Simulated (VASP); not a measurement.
# Si (I4/mmm) in VASP: a series of runs

Si is run at these levels: PBE+D3(BJ); tasks: single point.

All numbers are computed with VASP 6.6.1; they aren't measurements. Logs are shortened: lines on timing, memory, paths and dates and some standing lists are left out, and cuts for length are marked.

## (1) The cell of the first run

Symmetry: I4/mmm, No. 139, tetragonal system. The conventional cell has a = 2.822 Å, b = 2.822 Å, c = 3.706 Å, α = 90.00°, β = 90.00°, γ = 90.00°. Within 3.6 Å of Si (site symmetry 4/mmm) lie 12 Si at 2.72 to 2.82 Å.

## (2) Single point, PBE+D3(BJ) (strain +0.050 along x and y, -0.025 along z)

File INCAR:

```
SYSTEM = Si
  PREC = Accurate
  ENCUT = 520
  EDIFF = 1E-6
  ISMEAR = 0
  SIGMA = 0.15
  LREAL = .FALSE.
  LASPH = .TRUE.
  NELM = 100
  ALGO = Normal
  ISIF = 2
  LWAVE = .FALSE.
  LCHARG = .FALSE.
  GGA = PE
  IVDW = 12
  NBANDS = 8
```

File KPOINTS:

```
regular mesh
0
G
  28 28 28
  0 0 0
```

File POSCAR:

```
Si
1.0
    0.0000000000      1.9955464649      1.8530074317
    1.9955464649      0.0000000000      1.8530074317
    1.9955464649      1.9955464649      0.0000000000
Si
1
Direct
    0.0000000000      0.0000000000      0.0000000000
```

Potentials or basis: VASP PAW PBE potentials, release 64 (Si).

Run with:

```bash
$ cat potpaw_PBE.64/Si/POTCAR > POTCAR
$ mpirun -np 1 vasp_std > vasp.out
```

OUTCAR:

```text
SYSTEM = Si
   PREC = Accurate
   ENCUT = 520
   EDIFF = 1E-6
   ISMEAR = 0
   LREAL = .FALSE.
   LASPH = .TRUE.
   NELM = 100
   ISIF = 2
   GGA = PE
   IVDW = 12
 IVDW          = 12

 ion  position               nearest neighbor table
   1  0.000  0.000  0.000-

  LATTYP: Found a body centered tetragonal cell.
 ALAT       =     2.8221288750
 C/A-ratio  =     1.3131983079

  Lattice vectors:

 A1 = (   0.0000000000,  -1.9955464649,  -1.8530074317)
 A2 = (   0.0000000000,   1.9955464649,  -1.8530074317)
 A3 = (   1.9955464649,   0.0000000000,   1.8530074317)

Analysis of symmetry for initial positions (statically):
=====================================================================
 Subroutine PRICEL returns:
 Original cell was already a primitive cell.

 Routine SETGRP: Setting up the symmetry group for a
 body centered tetragonal supercell.

 Subroutine GETGRP returns: Found 16 space group operations
 (whereof 16 operations were pure point group operations)
 out of a pool of 16 trial point group operations.

The static configuration has the point symmetry D_4h.

Analysis of symmetry for dynamics (positions and initial velocities):
=====================================================================
 Subroutine PRICEL returns:
 Original cell was already a primitive cell.

 Routine SETGRP: Setting up the symmetry group for a
 body centered tetragonal supercell.

 Subroutine GETGRP returns: Found 16 space group operations
 (whereof 16 operations were pure point group operations)
 out of a pool of 16 trial point group operations.

The dynamic configuration has the point symmetry D_4h.

 Subroutine INISYM returns: Found 16 space group operations
 (whereof 16 operations are pure point group operations),
 and found     1 'primitive' translations

----------------------------------------------------------------------------------------

                                     Primitive cell

  volume of cell :      14.7581

  direct lattice vectors                    reciprocal lattice vectors
     0.000000000  1.995546465  1.853007432    -0.250557934  0.250557934  0.269831622
     1.995546465  0.000000000  1.853007432     0.250557934 -0.250557934  0.269831622
     1.995546465  1.995546465  0.000000000     0.250557934  0.250557934 -0.269831622

  length of vectors
     2.723204406  2.723204406  2.822128875     0.445384846  0.445384846  0.445384846

  position of ions in fractional coordinates (direct lattice)
     0.000000000  0.000000000  0.000000000

  ion indices of the primitive-cell ions
   primitive index   ion index
                 1           1

----------------------------------------------------------------------------------------

 KPOINTS: regular mesh

Automatic generation of k-mesh.
 Grid dimensions read from file:
 generate k-points for:   28   28   28

 Generating k-lattice:

  Cartesian coordinates                     Fractional coordinates (reciprocal lattice)
    -0.008948498  0.008948498  0.009636844     0.035714286  0.000000000  0.000000000
     0.008948498 -0.008948498  0.009636844     0.000000000  0.035714286  0.000000000
     0.008948498  0.008948498 -0.009636844     0.000000000  0.000000000  0.035714286

  Length of vectors
     0.015906602  0.015906602  0.015906602

  Shift w.r.t. Gamma in fractional coordinates (k-lattice)
     0.000000000  0.000000000  0.000000000

 Subroutine IBZKPT returns following result:
 ===========================================

 Found   1639 irreducible k-points:

 Following reciprocal coordinates:
            Coordinates               Weight
  0.000000  0.000000  0.000000      1.000000
  0.035714 -0.000000  0.000000      8.000000
  0.071429 -0.000000  0.000000      8.000000
  0.107143  0.000000  0.000000      8.000000
  0.142857  0.000000  0.000000      8.000000
  0.178571 -0.000000  0.000000      8.000000
[... 16 lines left out ...]
  0.285714  0.035714  0.000000      8.000000
  0.321429  0.035714  0.000000      8.000000
 [... further k-points ...]
   k-points           NKPTS =   1639   k-points in BZ     NKDIM =   1639   number of bands    NBANDS=      8
   number of dos      NEDOS =    301   number of ions     NIONS =      1
   total plane-waves  NPLWV =   9600
   dimension x,y,z NGX =    20 NGY =   20 NGZ =   24
   dimension x,y,z NGXF=    40 NGYF=   40 NGZF=   48
   ions per type =               1
   NGX,Y,Z   is equivalent  to a cutoff of  12.21, 12.21, 14.14 a.u.
   NGXF,Y,Z  is equivalent  to a cutoff of  24.42, 24.42, 28.28 a.u.
 SYSTEM =  Si
   PREC   = accura    normal or accurate (medium, high low for compatibility)
   ISTART =      0    job   : 0-new  1-cont  2-samecut
   ICHARG =      2    charge: 1-file 2-atom 10-const
   ISPIN  =      1    spin polarized calculation?
   LNONCOLLINEAR =      F non collinear calculations
   LSORBIT =      F    spin-orbit coupling
   LASPH  =      T    aspherical Exc in radial PAW
   ENCUT  =  520.0 eV  38.22 Ry    6.18 a.u.   5.06  5.06  5.25*2*pi/ulx,y,z
   NELM   =    100;   NELMIN=  2; NELMDL= -5     # of ELM steps
   EDIFF  = 0.1E-05   stopping-criterion for ELM
   LREAL  =      F    real-space projection
   EDIFFG = 0.1E-04   stopping-criterion for IOM
   NSW    =      0    number of steps for IOM
   IBRION =     -1    ionic relax: 0-MD 1-quasi-New 2-CG
   NFREE  =      0    steps in history (QN), initial steepest desc. (CG)
   ISIF   =      2    stress and relaxation
   ISYM   =      2    0-nonsym 1-usesym 2-fastsym
   POTIM  = 0.5000    time-step for ionic-motion
   TEBEG  =    0.0;   TEEND  =   0.0 temperature during run
   PSTRESS=    0.0 pullay stress
   NELECT =       4.0000    total number of electrons
   NUPDOWN=      -1.0000    fix difference up-down
   EMIN   =  10.00;   EMAX   =-10.00  energy-range for DOS
   EFERMI =   0.00;   METHOD = LEGACY
   ISMEAR =     0;   SIGMA  =   0.15  broadening in eV -4-tet -1-fermi 0-gaus
   EFERMI_NEDOS =   21; number of points for ismear=-14 and -15
   IALGO  =     38    algorithm
   IMIX   =      4    mixing-type and parameters
     AMIX     =   0.40;   BMIX     =  1.00
     AMIX_MAG =   1.60;   BMIX_MAG =  1.00
  volume/ion in A,a.u.               =      14.76        99.59
  Fermi-wavevector in a.u.,A,eV,Ry     =   1.059460  2.002089 15.271933  1.122455
  Thomas-Fermi vector in A             =   2.194806
   LORBIT       =      0    0 simple, 1 ext, 2 COOP (PROOUT), +10 PAW based schemes
   GGA     = PE    functional components
   LHFCALC =     F    Hartree Fock is set to
   AEXX    =    0.0000 exact exchange contribution
   IVDW    =    12    specifies the selected vdW correction
   LEPSILON=     F    determine dielectric tensor
   LRPA    =     F    only Hartree local field effects (RPA)
 non-spin polarized calculation
 Gauss-broadening in eV      SIGMA  =   0.15
  energy-cutoff  :      520.00
  volume of cell :       14.76
 maximum number of plane-waves:       426
   NGX = 11   NGY = 11   NGZ = 11

 number of electron       4.0000000 magnetization

 Free energy of the ion-electron system (eV)
  ---------------------------------------------------
  ext. energy  EPLUGINS =         0.00000000
  ---------------------------------------------------
  free energy    TOTEN  =        -4.89165284 eV

  energy without entropy =       -4.88654972  energy(sigma->0) =       -4.88910128

 E-fermi :   9.9171     XC(G=0): -11.1150

 val. band max:        9.9153264191   @ k =  -0.2857   0.1429   0.3214
 cond. band min:       9.9173453525   @ k =  -0.2500   0.3214   0.0714
 fundamental gap:      0.0020189335
 Fermi energy:         9.9170721187

 k-point     1 :       0.0000    0.0000    0.0000
  band No.  band energies     occupation
      1      -4.3604      2.00000
      2      20.7194      0.00000
      3      20.8812      0.00000
      4      20.8812      0.00000
      5      21.5313      0.00000
      6      21.5313      0.00000
      7      22.4521      0.00000
      8      27.0235      0.00000

 k-point     2 :       0.0357   -0.0000    0.0000
  band No.  band energies     occupation
      1      -4.3236      2.00000
      2      19.9371      0.00000
      3      20.5271      0.00000
      4      20.6512      0.00000
      5      21.9184      0.00000
      6      22.0572      0.00000
      7      22.6532      0.00000
      8      26.8704      0.00000

 k-point     3 :       0.0714   -0.0000    0.0000
  band No.  band energies     occupation
      1      -4.2134      2.00000
      2      18.5927      0.00000
      3      20.0130      0.00000
      4      20.3344      0.00000
      5      22.5123      0.00000
      6      22.6313      0.00000
      7      22.9656      0.00000
      8      26.4999      0.00000

 k-point     4 :       0.1071    0.0000    0.0000
  band No.  band energies     occupation
      1      -4.0299      2.00000
      2      17.1274      0.00000
      3      19.5275      0.00000
      4      20.0010      0.00000
      5      22.9746      0.00000
      6      23.0441      0.00000
      7      23.3460      0.00000
      8      26.1215      0.00000

 k-point     5 :       0.1429    0.0000    0.0000
  band No.  band energies     occupation
      1      -3.7732      2.00000
      2      15.6273      0.00000
      3      19.0913      0.00000
      4      19.6960      0.00000
      5      23.0162      0.00000
      6      23.2993      0.00000
      7      23.8744      0.00000
      8      26.0271      0.00000
[... 177 lines left out ...]
 k-point    22 :       0.2500    0.0357    0.0000
  band No.  band energies     occupation
      1      -2.6672      2.00000
      2      11.6412      0.00000
      3      17.4879      0.00000
      4      19.1968      0.00000
      5      22.8620      0.00000
      6      23.0083      0.00000
      7      24.3335      0.00000
      8      26.4999      0.00000

 k-point    23 :       0.2857    0.0357    0.0000
  band No.  band energies     occupation
      1      -2.1410      2.00000
      2      10.2456      0.00196
      3      17.2773      0.00000
      4      19.0247      0.00000
      5      22.4623      0.00000
      6      22.6290      0.00000
      7      24.1618      0.00000
      8      27.1417      0.00000

 k-point    24 :       0.3214    0.0357    0.0000
  band No.  band energies     occupation
      1      -1.5441      2.00000
      2       8.9012      2.00000
      3      17.1257      0.00000
      4      18.9001      0.00000
      5      21.9402      0.00000
      6      22.2704      0.00000
      7      24.0313      0.00000
      8      27.6436      0.00000

 [... further k-points ...]

------------------------ aborting loop because EDIFF is reached ----------------------------------------

 Edisp (eV)   -0.41978

 E8    (eV) :    -0.1715

  FORCE on cell =-STRESS in cart. coord.  units (eV):
  Direction    XX          YY          ZZ          XY          YZ          ZX
  --------------------------------------------------------------------------------------
  -------------------------------------------------------------------------------------
  Total      -0.54254    -0.54254    -0.64483     0.00000     0.00000     0.00000
  in kB     -58.89910   -58.89910   -70.00432     0.00000     0.00000     0.00000
  external pressure =      -62.60 kB  Pullay stress =        0.00 kB

 VOLUME and BASIS-vectors are now :
 -----------------------------------------------------------------------------
  energy-cutoff  :      520.00
  volume of cell :       14.76
      direct lattice vectors                 reciprocal lattice vectors
     0.000000000  1.995546465  1.853007432    -0.250557934  0.250557934  0.269831622
     1.995546465  0.000000000  1.853007432     0.250557934 -0.250557934  0.269831622
     1.995546465  1.995546465  0.000000000     0.250557934  0.250557934 -0.269831622

 POSITION                                       TOTAL-FORCE (eV/Angst)
 -----------------------------------------------------------------------------------
      0.00000      0.00000      0.00000         0.000000      0.000000     -0.000000
 -----------------------------------------------------------------------------------
    total drift:                                0.000000     -0.000000     -0.000000

  FREE ENERGIE OF THE ION-ELECTRON SYSTEM (eV)
  ---------------------------------------------------
  free  energy   TOTEN  =        -5.3114331763 eV

  energy  without entropy=       -5.3063300589  energy(sigma->0) =       -5.30888162
```

Run time: 78 s. Hardware: 1 thread of Intel Xeon Platinum 8488C (Sapphire Rapids), shared host; peak memory 0.27 GiB.

Results:

```yaml
Free_energy: -5.3114 eV
Pressure: -6.3 GPa
Band_gap_on_the_k_mesh: zero (band 2 reaches 20.72 eV, above the bottom of band 3 at 6.60 eV)
Dispersion_energy_per_atom: -0.420 eV
```

Caveat: the cell differs from its parent crystal (strain +0.050 along x and y, -0.025 along z); pairwise dispersion overbinds metals, which lowers pressure and volume.

## (3) Single point, PBE+D3(BJ) (strain +0.050 along x and y, +0.000 along z)

File INCAR:

```
PREC     = Accurate       # precision mode
ENCUT    = 520            # plane-wave cutoff, eV
EDIFF    = 1E-6           # SCF threshold, eV
ISMEAR   = 0              # smearing method
SIGMA    = 0.15           # smearing width, eV
LREAL    = False          # projectors in reciprocal space
LASPH    = True           # aspherical terms in the spheres
NELM     = 100            # most SCF steps
ALGO     = Normal         # electronic algorithm
ISIF     = 2              # what is computed and relaxed
LWAVE    = False          # write WAVECAR
LCHARG   = True           # write CHGCAR
GGA      = PE             # functional
IVDW     = 12             # dispersion correction
LELF     = True           # ELF
LVHAR    = True         
NBANDS   = 8              # bands
```

File KPOINTS:

```
Automatic mesh
0
Gamma
  28 28 28
```

File POSCAR:

```
Si
1.0
    0.0000000000      1.9955464649      1.9005204428
    1.9955464649      0.0000000000      1.9005204428
    1.9955464649      1.9955464649      0.0000000000
Si
1
Direct
    0.0000000000      0.0000000000      0.0000000000
```

Potentials or basis: VASP PAW PBE potentials, release 64 (Si).

Run with:

```bash
$ cat potpaw_PBE.64/Si/POTCAR > POTCAR
$ mpirun -np 1 vasp_std > vasp.out
```

Wall time 82 s (1 thread of Intel Xeon Platinum 8488C (Sapphire Rapids), shared host); peak memory 0.27 GiB.

The run converged. Its results:

- Free energy: -5.2932 eV
- Pressure: -7.9 GPa
- Band gap on the k mesh: zero (band 2 reaches 20.13 eV, above the bottom of band 3 at 6.47 eV)
- Dispersion energy per atom: -0.409 eV

Stress tensor (GPa, compression positive):
```
-7.55  0.00  0.00
 0.00 -7.55  0.00
 0.00  0.00 -8.51
```

Levels at points of the mesh, in eV from the Fermi level:
```csv
k point,band 1,band 2,band 3,band 4,band 5
"(0.00, 0.00, 0.00)",-14.05,10.54,10.63,10.63,11.58
"(0.50, 0.00, 0.00)",-7.49,-6.67,7.60,8.62,10.16
"(0.50, 0.50, 0.00)",-4.69,-3.75,2.47,2.47,4.13
"(0.50, 0.00, 0.50)",-5.36,-4.88,3.15,3.60,4.68
```

Caveat: the cell differs from its parent crystal (strain +0.050 along x and y, +0.000 along z); pairwise dispersion overbinds metals, which lowers pressure and volume.
